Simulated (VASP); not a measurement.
Input of a VASP 6.6.1 run:

Contents of INCAR:

```
  PREC = Accurate
  ENCUT = 520
  EDIFF = 1E-6
  ISMEAR = 0
  SIGMA = 0.1
  LREAL = F
  LASPH = T
  NELM = 80
  ALGO = Normal
  ISIF = 2
  LWAVE = F
  LCHARG = F
  GGA = PE
  NBANDS = 26
```

File KPOINTS:

```
Automatic mesh
0
Gamma
  6 6 4
```

POSCAR

```
GaN
1.0
    3.1889304035      0.0000000000      0.0000000000
   -1.5944652018      2.7616947404      0.0000000000
    0.0000000000      0.0000000000      5.1923572500
Ga N
2 2
Direct
    0.6666666700      0.3333333300      0.4990837100
    0.3333333300      0.6666666700      0.9990837100
    0.6666666700      0.3333333300      0.8759162900
    0.3333333300      0.6666666700      0.3759162900
```

Potentials or basis: VASP PAW PBE potentials, release 64 (Ga_d, N).

Launch:

```sh
$ cat potpaw_PBE.64/Ga_d/POTCAR potpaw_PBE.64/N/POTCAR > POTCAR
$ mpirun -np 1 vasp_std > vasp.out
```

**Question.** Estimate the largest force.

**Answer.** 0.006 eV/Å.

**Question.** Estimate the pressure.

**Answer.** 5.2 GPa.

**Question.** What does it give for the band gap on the k mesh?

**Answer.** 1.91 eV, direct.

Stress tensor (GPa, compression positive):
```
5.18 0.00 0.00
0.00 5.18 0.00
0.00 0.00 5.27
```

PBE gaps usually lie below the measured ones, often by a third to a half.
